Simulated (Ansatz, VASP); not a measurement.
Two plane-wave programs on Os

INCAR

```
SYSTEM = Os
PREC = Accurate
ENCUT = 600
EDIFF = 1E-6
ISMEAR = -1
SIGMA = 0.05
LREAL = .False.
LASPH = .True.
NELM = 80
ALGO = Normal
ISIF = 3
LWAVE = .False.
LCHARG = .False.
GGA = B5
ALDAX = 1.0
AGGAX = 1.0
AGGAC = 1.0
ALDAC = 0.0
IVDW = 13
VDW_S6 = 1.0
VDW_S8 = 2.34076671
VDW_A1 = 0.44488865
VDW_A2 = 4.0933009
IBRION = 2
NSW = 60
EDIFFG = -0.01
```

File KPOINTS:

```
Automatic mesh
0
Gamma
  11 11 6
  0 0 0
```

The input POSCAR:

```
Os
1.0
    2.7341000000      0.0000000000      0.0000000000
   -1.3670500000      2.3678000565      0.0000000000
    0.0000000000      0.0000000000      4.3197000000
Os
2
Direct
    0.6666666667      0.3333333333      0.7500000000
    0.3333333333      0.6666666667      0.2500000000
```

input.yaml

```yaml
crystal:
  lattice:
    - [2.7341, 0.0, 0.0]
    - [-1.36705, 2.3678000565, 0.0]
    - [0.0, 0.0, 4.3197]
  atoms:
    - { symbol: Os, position: [0.6666666667, 0.3333333333, 0.75] }
    - { symbol: Os, position: [0.3333333333, 0.6666666667, 0.25] }
hamiltonian:
  xc: blyp
  pseudopotentials: { kind: paw }
  dispersion: d4
kpoints:
  mp_grid: { grid: [11, 11, 6] }
scf:
  occupations: { method: fermi_dirac, width: 0.05 }
output:
  forces: true
  stress: true
relax:
  f_tol: 0.01
  max_steps: 40
  cell: { stress_tol: 0.05 }
```

Alike in both runs: task relaxation of cell and atoms; functional BLYP; dispersion D4; k mesh 11 × 11 × 6; occupations fermi-dirac, width 0.05 eV; no spin polarisation.

|  | VASP | Ansatz |
| --- | --- | --- |
| version | VASP 6.6.1 | Ansatz 0.2.0 |
| potentials or method | VASP PAW PBE potentials, release 64 (Os) | Ansatz PAW |
| plane-wave cutoff (eV) | 600 | 420 |
| valence electrons in the cell | 16 | 32 |

VASP gave:

| Property | Result |
| --- | --- |
| relaxed volume (Å³/atom) | 14.47 |
| relaxed cell length with the largest relative difference (Å) | 2.766 |

Problem. What did Ansatz give for the same quantities?

Solution. Relaxed volume (Å³/atom): 14.35; relaxed cell length with the largest relative difference (Å): 2.759.

VASP's potentials were made for PBE, not for BLYP. VASP's potentials hold 16 valence electrons a cell and Ansatz's 32, so a difference there can come from the potentials and not from the codes.

Spin-orbit coupling is off throughout. Noted on Ansatz's run: the plane-wave basis is chosen anew once the cell has moved, so the energies of steps on either side of that aren't comparable.
